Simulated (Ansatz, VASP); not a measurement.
## Two plane-wave programs on LiSi2N2

Contents of INCAR:

```
  ALGO = Normal
  EDIFF = 1E-6
  ENCUT = 750
  GGA = PE
  GGA_COMPAT = False
  ISIF = 2
  ISMEAR = 0
  LASPH = True
  LCHARG = True
  LELF = True
  LREAL = False
  LVHAR = True
  LWAVE = False
  NBANDS = 18
  NELM = 120
  PREC = Accurate
  SIGMA = 0.1
```

The input KPOINTS:

```
k-points
0
Gamma
  4 4 4
```

The input POSCAR:

```
LiSi2N2
1.0
    2.2407377000     -3.5847832800      0.0000000000
    2.2407377000      3.5847832800      0.0000000000
    0.0000000000      0.0000000000      4.5641813600
Li Si N
1 2 2
Direct
    0.5000000000      0.5000000000      0.0000000000
    0.1796054700      0.8203945300      0.0000000000
    0.8203945300      0.1796054700      0.0000000000
    0.0000000000      0.5000000000      0.5000000000
    0.5000000000      0.0000000000      0.5000000000
```

Input for Ansatz:

```yaml
crystal:
  lattice:
    - [2.2407377, -3.58478328, 0.0]
    - [2.2407377, 3.58478328, 0.0]
    - [0.0, 0.0, 4.56418136]
  atoms:
    - { symbol: Li, position: [0.5, 0.5, 0.0] }
    - { symbol: Si, position: [0.17960547, 0.82039453, 0.0] }
    - { symbol: Si, position: [0.82039453, 0.17960547, 0.0] }
    - { symbol: "N", position: [0.0, 0.5, 0.5] }
    - { symbol: "N", position: [0.5, 0.0, 0.5] }
basis:
  ecutwfc: 420
kpoints:
  mp_grid: { grid: [4, 4, 4] }
hamiltonian:
  xc: pbe
scf:
  occupations: { method: gaussian, width: 0.1 }
  lower_state_search: "off"
output:
  forces: true
  stress: true
  eigenvalues: true
```

Alike in both runs: task single point; functional PBE; k mesh 4 × 4 × 4; occupations gaussian, width 0.1 eV; no spin polarisation.

|  | VASP | Ansatz |
| --- | --- | --- |
| version | VASP 6.6.1 | Ansatz 0.2.0 |
| potentials or method | VASP PAW PBE potentials, release 64 (Li_sv, Si, N), cutoff 750 eV | scalar-relativistic, plane waves, PAW |
| valence electrons in the cell | 21 | 21 |

|  | VASP | Ansatz | Ansatz less VASP |
| --- | --- | --- | --- |
| gap on the k mesh at the Fermi level (eV) | none | none | - |
| pressure (GPa) | -12.0 | -11.9 | +0.11 |
| traceless stress, the component that is largest in VASP (GPa) | -20.02 | -20.02 | +0.001 |
| rms of the force components (eV/Å) | 0.374 | 0.371 | -0.0035 |

Atom by atom the forces differ by 0.004 eV/Å (rms over components). A gap of «none» marks a metal or a gap that the smearing closes. The functional is the same, so the differences come from potentials, cutoffs and numerics.

The k mesh is coarse, so the values compare programs but aren't converged.
